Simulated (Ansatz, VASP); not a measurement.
One calculation of HC12, two programs

```
CELL_PARAMETERS angstrom
5.05093 0.00000 0.00000
0.00000 5.05093 0.00000
0.00000 0.00000 22.37549
ATOMIC_POSITIONS crystal
C 0.00000 0.25000 0.17877
C 0.00000 0.75000 0.17877
C 0.50000 0.25000 0.17877
C 0.50000 0.75000 0.17877
C 0.00000 0.00000 0.21867
C 0.00000 0.50000 0.21867
C 0.50000 0.00000 0.21867
C 0.50000 0.50000 0.21867
C 0.25000 0.00000 0.25858
C 0.25000 0.50000 0.25858
C 0.75000 0.00000 0.25858
C 0.75000 0.50000 0.25858
C 0.25000 0.25000 0.29760
C 0.25000 0.75000 0.29760
C 0.75000 0.25000 0.29760
C 0.75000 0.75000 0.29760
C 0.00000 0.25000 0.33949
C 0.00000 0.75000 0.33949
C 0.50000 0.25000 0.33949
C 0.50000 0.75000 0.33949
C 0.00000 0.00000 0.37432
C 0.00000 0.50000 0.37432
C 0.50000 0.00000 0.37432
C 0.50000 0.50000 0.37432
H 0.90903 0.37500 0.40873
H 0.09097 0.37500 0.40873
```

Alike in both runs: task single point; functional PBE; k mesh 5 × 5 × 1; occupations gaussian, width 0.05 eV; no spin polarisation.

```csv
,VASP,Ansatz
version,VASP 6.6.1,Ansatz 0.2.0
potentials or method,"VASP PAW PBE potentials, release 64 (C, H), cutoff 520 eV","scalar-relativistic, plane waves, PAW"
valence electrons in the cell,98,98
```

```tsv
	VASP	Ansatz	Ansatz less VASP
gap on the k mesh at the Fermi level (eV)	none	none	-
rms of the force components (eV/Å)	1.303	1.303	0.0000
work function, face that differs most (eV)	5.76	5.77	+0.004
```

Atom by atom the forces differ by 0.015 eV/Å (rms over components). A gap of «none» marks a metal or a gap that the smearing closes.
